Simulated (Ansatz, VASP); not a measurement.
## Ni in VASP and in Ansatz

```
Ni
1.0
     2.34470    0.00000    0.00000
     0.00000    2.34470    0.00000
     0.00000    0.00000    2.34470
Ni
1
Direct
  0.00000 0.00000 0.00000
```

Alike in both runs: functional revPBE; k mesh 14 × 14 × 14; occupations fermi-dirac, width 0.1 eV; no spin polarisation.

Ansatz relaxed the structure, and its values are those at the end. VASP's run is a single point on that final structure, the one shown.

```csv
,VASP,Ansatz
version,VASP 6.6.1,Ansatz 0.2.0
potentials or method,"VASP PAW PBE potentials, release 64 (Ni), cutoff 600 eV","plane waves (420 eV) with PAW, scalar-relativistic"
valence electrons in the cell,10,18
```

|  | VASP | Ansatz | Ansatz less VASP |
| --- | --- | --- | --- |
| pressure (GPa) | 0.0 | 0.0 | -0.01 |

VASP's potentials were made for PBE, not for revPBE. VASP's potentials hold 10 valence electrons a cell and Ansatz's 18, so a difference there can come from the potentials and not from the codes.
